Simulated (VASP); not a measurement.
Here is a VASP 6.6.1 calculation.

Contents of POSCAR:

```
Cd
1.0
    0.0000000000      2.2017653671      2.2017653671
    2.2017653671      0.0000000000      2.2017653671
    2.2017653671      2.2017653671      0.0000000000
Cd
1
Direct
    0.0000000000      0.0000000000      0.0000000000
```

INCAR.step1

```
ALGO = Normal ; EDIFF = 1E-4
ENCUT = 520 ; GGA = PE
ISMEAR = 1 ; LASPH = True
LCHARG = False ; LREAL = False
LWAVE = True ; NBANDS = 12
NELM = 80 ; PREC = Accurate
SIGMA = 0.1
```

Contents of INCAR.step2:

```
ALGO = Normal ; EDIFF = 1E-6
ENCUT = 520 ; ISIF = 2
ISMEAR = 1 ; ISTART = 1
IVDW = 13 ; LASPH = True
LCHARG = False ; LMIXTAU = True
LREAL = False ; LWAVE = False
METAGGA = R2SCAN ; NBANDS = 12
NELM = 80 ; PREC = Accurate
SIGMA = 0.1 ; VDW_A1 = 0.51559235
VDW_A2 = 5.77342911 ; VDW_S6 = 1.0
VDW_S8 = 0.6018749
```

KPOINTS

```
k-points
0
Gamma
  10 10 10
```

Potentials or basis: VASP PAW PBE potentials, release 64 (Cd).

The run is started by

```sh
$ cat potpaw_PBE.64/Cd/POTCAR > POTCAR
$ cp INCAR.step1 INCAR
$ mpirun -np 1 vasp_std > vasp.out
$ cp INCAR.step2 INCAR
$ mpirun -np 1 vasp_std > vasp.out
```

**Question.** Predict the band gap on the k mesh.

**Answer.** Zero (band 6 reaches 4.09 eV, above the bottom of band 7 at 1.67 eV).

**Question.** What does it give for the pressure?

**Answer.** 0.4 GPa.

Caveat: the PAW data sets were made with another functional, which shifts forces and pressure a little; pairwise dispersion overbinds metals, which lowers pressure and volume.
